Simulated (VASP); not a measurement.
# Pt in VASP: notebook

The runs below take Pt through single point, with PBEsol.

All numbers are computed with VASP 6.6.1; they aren't measurements. Logs are shortened: lines on timing, memory, paths and dates and some standing lists are left out, and cuts for length are marked.

### 1 The cell of the first run

It takes space group P6_3/mmc (No. 194, hexagonal). Conventional cell: a = 2.704 Å, b = 2.704 Å, c = 4.694 Å, α = 90.00°, β = 90.00°, γ = 120.00°. Pt (site symmetry -6m2) has 12 Pt at 2.70 to 2.82 Å within 3.6 Å.

### 2 Single point, PBEsol

File INCAR:

```
SYSTEM = Pt
PREC = Accurate
ENCUT = 520
EDIFF = 1E-6
ISMEAR = 0
SIGMA = 0.05
LREAL = .False.
LASPH = .True.
NELM = 100
ALGO = Normal
ISIF = 2
LWAVE = .False.
LCHARG = .False.
GGA = PS
NBANDS = 17
```

File KPOINTS:

```
Automatic mesh
0
Gamma
  15 15 8
  0 0 0
```

File POSCAR:

```
Pt
1.0
    2.7043096880      0.0000000000      0.0000000000
   -1.3521548440      2.3420008895      0.0000000000
    0.0000000000      0.0000000000      4.6943078975
Pt
2
Direct
    0.6666666700      0.3333333300      0.7500000000
    0.3333333300      0.6666666700      0.2500000000
```

Potentials or basis: VASP PAW PBE potentials, release 64 (Pt).

Command:

```sh
$ cat potpaw_PBE.64/Pt/POTCAR > POTCAR
$ mpirun -np 1 vasp_std > vasp.out
```

OUTCAR:

```text
SYSTEM = Pt
   PREC = Accurate
   ENCUT = 520
   EDIFF = 1E-6
   ISMEAR = 0
   LREAL = .False.
   LASPH = .True.
   NELM = 100
   ISIF = 2
   GGA = PS

 ion  position               nearest neighbor table
   1  0.667  0.333  0.750-   2 2.82   2 2.82   2 2.82   2 2.82   2 2.82   2 2.82
   2  0.333  0.667  0.250-   1 2.82   1 2.82   1 2.82   1 2.82   1 2.82   1 2.82

  LATTYP: Found a hexagonal cell.
 ALAT       =     2.7043096880
 C/A-ratio  =     1.7358618054

  Lattice vectors:

 A1 = (   2.7043096880,   0.0000000000,   0.0000000000)
 A2 = (  -1.3521548440,   2.3420008895,   0.0000000000)
 A3 = (   0.0000000000,   0.0000000000,   4.6943078975)

Analysis of symmetry for initial positions (statically):
=====================================================================
 Subroutine PRICEL returns:
 Original cell was already a primitive cell.

 Routine SETGRP: Setting up the symmetry group for a
 hexagonal supercell.

 Subroutine GETGRP returns: Found 24 space group operations
 (whereof 12 operations were pure point group operations)
 out of a pool of 24 trial point group operations.

The static configuration has the point symmetry D_3d.
 The point group associated with its full space group is D_6h.

Analysis of symmetry for dynamics (positions and initial velocities):
=====================================================================
 Subroutine PRICEL returns:
 Original cell was already a primitive cell.

 Routine SETGRP: Setting up the symmetry group for a
 hexagonal supercell.

 Subroutine GETGRP returns: Found 24 space group operations
 (whereof 12 operations were pure point group operations)
 out of a pool of 24 trial point group operations.

The dynamic configuration has the point symmetry D_3d.
 The point group associated with its full space group is D_6h.

 Subroutine INISYM returns: Found 24 space group operations
 (whereof 12 operations are pure point group operations),
 and found     1 'primitive' translations

----------------------------------------------------------------------------------------

                                     Primitive cell

  volume of cell :      29.7314

  direct lattice vectors                    reciprocal lattice vectors
     2.704309688  0.000000000  0.000000000     0.369780134  0.213492660  0.000000000
    -1.352154844  2.342000889  0.000000000     0.000000000  0.426985320  0.000000000
     0.000000000  0.000000000  4.694307897     0.000000000  0.000000000  0.213023948

  length of vectors
     2.704309688  2.704309688  4.694307897     0.426985320  0.426985320  0.213023948

  position of ions in fractional coordinates (direct lattice)
     0.666666670  0.333333330  0.750000000
     0.333333330  0.666666670  0.250000000

  ion indices of the primitive-cell ions
   primitive index   ion index
                 1           1
                 2           2

----------------------------------------------------------------------------------------

 KPOINTS: Automatic mesh

Automatic generation of k-mesh.
 Grid dimensions read from file:
 generate k-points for:   15   15    8

 Generating k-lattice:

  Cartesian coordinates                     Fractional coordinates (reciprocal lattice)
     0.024652009  0.014232844  0.000000000     0.066666667  0.000000000  0.000000000
     0.000000000  0.028465688  0.000000000     0.000000000  0.066666667  0.000000000
     0.000000000  0.000000000  0.026627993     0.000000000  0.000000000  0.125000000

  Length of vectors
     0.028465688  0.028465688  0.026627993

  Shift w.r.t. Gamma in fractional coordinates (k-lattice)
     0.000000000  0.000000000  0.000000000

 Subroutine IBZKPT returns following result:
 ===========================================

 Found    135 irreducible k-points:

 Following reciprocal coordinates:
            Coordinates               Weight
  0.000000  0.000000  0.000000      1.000000
  0.066667  0.000000  0.000000      6.000000
  0.133333  0.000000  0.000000      6.000000
  0.200000  0.000000  0.000000      6.000000
  0.266667  0.000000  0.000000      6.000000
  0.333333  0.000000  0.000000      6.000000
[... 16 lines left out ...]
  0.333333  0.200000  0.000000     12.000000
  0.400000  0.200000  0.000000      6.000000
 [... further k-points ...]
   k-points           NKPTS =    135   k-points in BZ     NKDIM =    135   number of bands    NBANDS=     17
   number of dos      NEDOS =    301   number of ions     NIONS =      2
   total plane-waves  NPLWV =  14400
   dimension x,y,z NGX =    20 NGY =   20 NGZ =   36
   dimension x,y,z NGXF=    40 NGYF=   40 NGZF=   72
   ions per type =               2
   NGX,Y,Z   is equivalent  to a cutoff of  12.29, 12.29, 12.75 a.u.
   NGXF,Y,Z  is equivalent  to a cutoff of  24.59, 24.59, 25.50 a.u.
 SYSTEM =  Pt
   PREC   = accura    normal or accurate (medium, high low for compatibility)
   ISTART =      0    job   : 0-new  1-cont  2-samecut
   ICHARG =      2    charge: 1-file 2-atom 10-const
   ISPIN  =      1    spin polarized calculation?
   LNONCOLLINEAR =      F non collinear calculations
   LSORBIT =      F    spin-orbit coupling
   LASPH  =      T    aspherical Exc in radial PAW
   ENCUT  =  520.0 eV  38.22 Ry    6.18 a.u.   5.03  5.03  8.73*2*pi/ulx,y,z
   NELM   =    100;   NELMIN=  2; NELMDL= -5     # of ELM steps
   EDIFF  = 0.1E-05   stopping-criterion for ELM
   LREAL  =      F    real-space projection
   EDIFFG = 0.1E-04   stopping-criterion for IOM
   NSW    =      0    number of steps for IOM
   IBRION =     -1    ionic relax: 0-MD 1-quasi-New 2-CG
   NFREE  =      0    steps in history (QN), initial steepest desc. (CG)
   ISIF   =      2    stress and relaxation
   ISYM   =      2    0-nonsym 1-usesym 2-fastsym
   POTIM  = 0.5000    time-step for ionic-motion
   TEBEG  =    0.0;   TEEND  =   0.0 temperature during run
   PSTRESS=    0.0 pullay stress
   NELECT =      20.0000    total number of electrons
   NUPDOWN=      -1.0000    fix difference up-down
   EMIN   =  10.00;   EMAX   =-10.00  energy-range for DOS
   EFERMI =   0.00;   METHOD = LEGACY
   ISMEAR =     0;   SIGMA  =   0.05  broadening in eV -4-tet -1-fermi 0-gaus
   EFERMI_NEDOS =   21; number of points for ismear=-14 and -15
   IALGO  =     38    algorithm
   IMIX   =      4    mixing-type and parameters
     AMIX     =   0.40;   BMIX     =  1.00
     AMIX_MAG =   1.60;   BMIX_MAG =  1.00
  volume/ion in A,a.u.               =      14.87       100.32
  Fermi-wavevector in a.u.,A,eV,Ry     =   1.434431  2.710682 27.995262  2.057594
  Thomas-Fermi vector in A             =   2.553841
   LORBIT       =      0    0 simple, 1 ext, 2 COOP (PROOUT), +10 PAW based schemes
   GGA     = PS    functional components
   LHFCALC =     F    Hartree Fock is set to
   AEXX    =    0.0000 exact exchange contribution
   IVDW    =     0    specifies the selected vdW correction
   LEPSILON=     F    determine dielectric tensor
   LRPA    =     F    only Hartree local field effects (RPA)
 non-spin polarized calculation
 Gauss-broadening in eV      SIGMA  =   0.05
  energy-cutoff  :      520.00
  volume of cell :       29.73
 maximum number of plane-waves:       825
 NGX is ok and might be reduce to    20
   NGX =  9   NGY =  9   NGZ = 17

 number of electron      20.0000002 magnetization

 Free energy of the ion-electron system (eV)
  ---------------------------------------------------
  ext. energy  EPLUGINS =         0.00000000
  ---------------------------------------------------
  free energy    TOTEN  =       -13.79172920 eV

  energy without entropy =      -13.78698292  energy(sigma->0) =      -13.78935606

 E-fermi :  11.3392     XC(G=0): -13.7080

 val. band max:       11.3321792111   @ k =   0.2000   0.2000   0.5000
 cond. band min:      11.3408488269   @ k =   0.3333   0.0667   0.3750
 fundamental gap:      0.0086696157
 Fermi energy:        11.3392039640

 k-point     1 :       0.0000    0.0000    0.0000
  band No.  band energies     occupation
      1       0.9114      2.00000
      2       3.6302      2.00000
      3       6.9924      2.00000
      4       7.5605      2.00000
      5       7.5605      2.00000
      6       7.9676      2.00000
[... 9 lines left out ...]
     16      28.6106      0.00000
     17      33.0388      0.00000

 k-point     2 :       0.0667    0.0000    0.0000
  band No.  band energies     occupation
      1       1.0828      2.00000
      2       3.7899      2.00000
      3       6.9768      2.00000
      4       7.5486      2.00000
      5       7.6956      2.00000
      6       7.8787      2.00000
[... 9 lines left out ...]
     16      28.8697      0.00000
     17      32.0407      0.00000

 k-point     3 :       0.1333    0.0000    0.0000
  band No.  band energies     occupation
      1       1.5775      2.00000
      2       4.2250      2.00000
      3       6.8302      2.00000
      4       7.5235      2.00000
      5       7.8144      2.00000
      6       8.0920      2.00000
[... 9 lines left out ...]
     16      29.1702      0.00000
     17      30.6085      0.00000

 k-point     4 :       0.2000    0.0000    0.0000
  band No.  band energies     occupation
      1       2.3276      2.00000
      2       4.7430      2.00000
      3       6.6752      2.00000
      4       7.1751      2.00000
      5       7.2514      2.00000
      6       8.2407      2.00000
[... 9 lines left out ...]
     16      28.9567      0.00000
     17      29.6186      0.00000
[... 343 lines left out ...]
      1       5.1487      2.00000
      2       5.5500      2.00000
      3       5.6116      2.00000
      4       6.4186      2.00000
      5       7.2845      2.00000
      6       7.8013      2.00000
[... 9 lines left out ...]
     16      26.6180      0.00000
     17      26.6459      0.00000

 k-point    23 :       0.3333    0.2000    0.0000
  band No.  band energies     occupation
      1       5.3560      2.00000
      2       5.3618      2.00000
      3       5.4208      2.00000
      4       7.0550      2.00000
      5       7.3032      2.00000
      6       7.7809      2.00000
[... 9 lines left out ...]
     16      24.6290      0.00000
     17      26.1350      0.00000

 k-point    24 :       0.4000    0.2000    0.0000
  band No.  band energies     occupation
      1       5.2897      2.00000
      2       5.3309      2.00000
      3       5.4169      2.00000
      4       7.3607      2.00000
      5       7.4300      2.00000
      6       7.5350      2.00000
[... 9 lines left out ...]
     16      23.4232      0.00000
     17      25.7854      0.00000

 [... further k-points ...]
[... 5 lines left out ...]
  --------------------------------------------------------------------------------------
  -------------------------------------------------------------------------------------
  Total        1.0392763      1.0392763      0.7646653     -0.0000000      0.0000000      0.0000000
  in kB       56.0049665     56.0049665     41.2066151     -0.0000000      0.0000000      0.0000000
  external PRESSURE =      51.0721827 kB  Pullay stress =       0.0000000 kB

 VOLUME and BASIS-vectors are now :
 -----------------------------------------------------------------------------
  energy-cutoff  :      520.00
  volume of cell :       29.73
      direct lattice vectors                 reciprocal lattice vectors
     2.704309688  0.000000000  0.000000000     0.369780134  0.213492660  0.000000000
    -1.352154844  2.342000889  0.000000000     0.000000000  0.426985320  0.000000000
     0.000000000  0.000000000  4.694307897     0.000000000  0.000000000  0.213023948

 POSITION                                       TOTAL-FORCE (eV/Angst)
 -----------------------------------------------------------------------------------
      1.35215      0.78067      3.52073        -0.000000      0.000000      0.000000
     -0.00000      1.56133      1.17358         0.000000     -0.000000      0.000000
 -----------------------------------------------------------------------------------
    total drift:                               -0.000001      0.000001     -0.000000

  FREE ENERGIE OF THE ION-ELECTRON SYSTEM (eV)
  ---------------------------------------------------
  free  energy   TOTEN  =       -13.7917291977 eV

  energy  without entropy=      -13.7869829233  energy(sigma->0) =      -13.78935606
```

Wall time 19 s (1 thread of Intel Xeon 6975P-C (Granite Rapids), shared host); peak memory 0.18 GiB.

What came out:

- Free energy: -13.7917 eV
- Pressure: 5.1 GPa
- Band gap on the k mesh: zero (band 10 reaches 11.84 eV, above the bottom of band 11 at 10.49 eV)

Caveat: the PAW data sets were made with another functional, which shifts forces and pressure a little; spin-orbit coupling is left out, which moves the levels of the heavy elements.

### 3 Single point, PBEsol

This run uses another cell than the first one, of 15.81 Å³/atom, 1.064 times its volume.

File INCAR:

```
PREC = Accurate
ENCUT = 520
EDIFF = 1E-6
ISMEAR = 0
SIGMA = 0.05
LREAL = F
LASPH = T
NELM = 80
ALGO = Fast
ISIF = 2
LWAVE = F
LCHARG = F
GGA = PS
NBANDS = 17
```

File KPOINTS:

```
Automatic mesh
0
Gamma
  15 15 8
```

File POSCAR:

```
Pt
1.0
    2.7606656158      0.0000000000      0.0000000000
   -1.3803328079      2.3908065546      0.0000000000
    0.0000000000      0.0000000000      4.7921340000
Pt
2
Direct
    0.6666666700      0.3333333300      0.7500000000
    0.3333333300      0.6666666700      0.2500000000
```

Potentials or basis: VASP PAW PBE potentials, release 64 (Pt).

Command:

```sh
$ cat potpaw_PBE.64/Pt/POTCAR > POTCAR
$ mpirun -np 1 vasp_std > vasp.out
```

It took 23 s on 1 thread of Intel Xeon 6975P-C (Granite Rapids), shared host; peak memory 0.19 GiB.

It converged, with:

```
Free energy            : -13.7501 eV
Pressure               : -11.3 GPa
Band gap on the k mesh : zero (band 10 reaches 10.61 eV, above the bottom of band 11 at 9.40 eV)
```

Stress tensor (GPa, compression positive):
```
-11.50   0.00   0.00
  0.00 -11.50   0.00
  0.00   0.00 -10.82
```

Levels at points of the mesh, in eV from the Fermi level:
```tsv
k point	band 7	band 8	band 9	band 10	band 11	band 12	band 13	band 14
(0.00, 0.00, 0.00)	-3.05	-1.77	-1.77	-0.77	-0.20	-0.20	4.65	15.11
(0.00, 0.00, 0.50)	-3.41	-3.41	-0.77	-0.77	-0.77	-0.77	11.87	11.87
```

Caveat: the PAW data sets were made with another functional, which shifts forces and pressure a little; spin-orbit coupling is left out, which moves the levels of the heavy elements.

### 4 Single point, PBEsol

This run uses another cell than the first one, of 15.81 Å³/atom, 1.064 times its volume.

File INCAR:

```
SYSTEM = Pt
PREC = Accurate ; ENCUT = 520
EDIFF = 1E-7 ; ISMEAR = 0
SIGMA = 0.05 ; LREAL = .FALSE.
LASPH = .TRUE. ; NELM = 100
ALGO = Normal ; ISIF = 2
LWAVE = .FALSE. ; LCHARG = .FALSE.
GGA = PS ; NBANDS = 17
```

File KPOINTS:

```
regular mesh
0
G
  15 15 8
  0 0 0
```

POSCAR is that of step 3.

Command:

```sh
$ cat potpaw_PBE.64/Pt/POTCAR > POTCAR
$ mpirun -np 1 vasp_std > vasp.out
```

Run time: 20 s. Hardware: 1 thread of Intel Xeon 6975P-C (Granite Rapids), shared host; peak memory 0.2 GiB.

The run converged. Its results:

```
Free energy            : -13.7501 eV
Pressure               : -11.3 GPa
Band gap on the k mesh : zero (band 10 reaches 10.61 eV, above the bottom of band 11 at 9.40 eV)
```

Stress tensor (GPa, compression positive):
```
-11.52   0.00   0.00
  0.00 -11.52   0.00
  0.00   0.00 -10.84
```

Levels at points of the mesh, in eV from the Fermi level:
```tsv
k point	band 6	band 7	band 8	band 9	band 10	band 11	band 12	band 13	band 14	band 15
(0.00, 0.00, 0.00)	-3.05	-3.05	-1.77	-1.77	-0.77	-0.20	-0.20	4.65	15.11	15.67
(0.00, 0.00, 0.50)	-3.41	-3.41	-3.41	-0.77	-0.77	-0.77	-0.77	11.87	11.87	15.53
```

Caveat: the PAW data sets were made with another functional, which shifts forces and pressure a little; spin-orbit coupling is left out, which moves the levels of the heavy elements.

### 5 Single point, PBEsol

This run uses another cell than the first one, of 15.81 Å³/atom, 1.064 times its volume.

File INCAR:

```
SYSTEM = Pt
PREC = Accurate
ENCUT = 520
EDIFF = 1E-6
ISMEAR = 0
SIGMA = 0.05
LREAL = .FALSE.
LASPH = .TRUE.
NELM = 100
ALGO = Fast
ISIF = 2
LWAVE = .FALSE.
LCHARG = .TRUE.
GGA = PS
LELF = .TRUE.
LVHAR = .TRUE.
NBANDS = 17
```

File KPOINTS:

```
Automatic mesh
0
G
  15 15 8
  0 0 0
```

POSCAR, as its differences from that of step 4:

```diff
@@ -9,2 +9,2 @@
     0.6666666700      0.3333333300      0.7500000000
-    0.3333333300      0.6666666700      0.2500000000
+    0.3265146335      0.6275268037      0.2504370584
```

Potentials or basis: VASP PAW PBE potentials, release 64 (Pt).

Command:

```sh
$ cat potpaw_PBE.64/Pt/POTCAR > POTCAR
$ mpirun -np 1 vasp_std > vasp.out
```

OUTCAR:

```text
SYSTEM = Pt
   PREC = Accurate
   ENCUT = 520
   EDIFF = 1E-6
   ISMEAR = 0
   LREAL = .FALSE.
   LASPH = .TRUE.
   NELM = 100
   ISIF = 2
   GGA = PS

 ion  position               nearest neighbor table
   1  0.667  0.333  0.750-   2 2.83   2 2.84   2 2.87   2 2.87   2 2.93   2 2.93
   2  0.327  0.628  0.250-   1 2.83   1 2.84   1 2.87   1 2.87   1 2.93   1 2.93

  LATTYP: Found a hexagonal cell.
 ALAT       =     2.7606656158
 C/A-ratio  =     1.7358618054

  Lattice vectors:

 A1 = (   2.7606656158,   0.0000000000,   0.0000000000)
 A2 = (  -1.3803328079,   2.3908065546,   0.0000000000)
[... 653 lines left out ...]
      5       6.9328      2.00000
      6       7.1373      2.00000
[... 9 lines left out ...]
     16      27.5619      0.00000
     17      29.1970      0.00000

 [... further k-points ...]
[... 5 lines left out ...]
  --------------------------------------------------------------------------------------
  -------------------------------------------------------------------------------------
  Total       -2.2732057     -2.2511039     -2.1277687     -0.0251371     -0.0018607      0.0014688
  in kB     -115.1495175   -114.0299477   -107.7823863     -1.2733238     -0.0942516      0.0744000
  external PRESSURE =    -112.3206172 kB  Pullay stress =       0.0000000 kB

 VOLUME and BASIS-vectors are now :
 -----------------------------------------------------------------------------
  energy-cutoff  :      520.00
  volume of cell :       31.63
      direct lattice vectors                 reciprocal lattice vectors
     2.760665616  0.000000000  0.000000000     0.362231483  0.209134444  0.000000000
    -1.380332808  2.390806555  0.000000000     0.000000000  0.418268888  0.000000000
     0.000000000  0.000000000  4.792134000     0.000000000  0.000000000  0.208675300

 POSITION                                       TOTAL-FORCE (eV/Angst)
 -----------------------------------------------------------------------------------
      1.38033      0.79694      3.59410         0.003751      0.081550      0.018522
      0.03520      1.50030      1.20013        -0.003751     -0.081550     -0.018522
 -----------------------------------------------------------------------------------
    total drift:                               -0.000001      0.000000      0.000002

  FREE ENERGIE OF THE ION-ELECTRON SYSTEM (eV)
  ---------------------------------------------------
  free  energy   TOTEN  =       -13.7540089806 eV

  energy  without entropy=      -13.7490528124  energy(sigma->0) =      -13.75153090
```

Run time: 2.2 min. Hardware: 1 thread of Intel Xeon 6975P-C (Granite Rapids), shared host; peak memory 0.49 GiB.

Results:

| Property | Result |
| --- | --- |
| Free energy | -13.7540 eV |
| Pressure | -11.2 GPa |
| Largest force | 0.084 eV/Å |
| Band gap on the k mesh | zero (band 10 reaches 10.64 eV, above the bottom of band 11 at 9.45 eV) |

Forces in eV/Å, atoms in the order of the input:
```
Pt   0.004  0.082  0.019
Pt  -0.004 -0.082 -0.019
```

Levels at points of the mesh, in eV from the Fermi level:
```tsv
k point	band 6	band 7	band 8	band 9	band 10	band 11	band 12	band 13	band 14	band 15
(0.00, 0.00, 0.00)	-3.09	-3.00	-1.97	-1.56	-0.77	-0.39	-0.03	4.65	15.10	15.67
(0.00, 0.00, 0.50)	-3.42	-3.38	-3.38	-0.85	-0.84	-0.72	-0.71	11.84	11.88	15.55
```

Caveat: the PAW data sets were made with another functional, which shifts forces and pressure a little; spin-orbit coupling is left out, which moves the levels of the heavy elements.
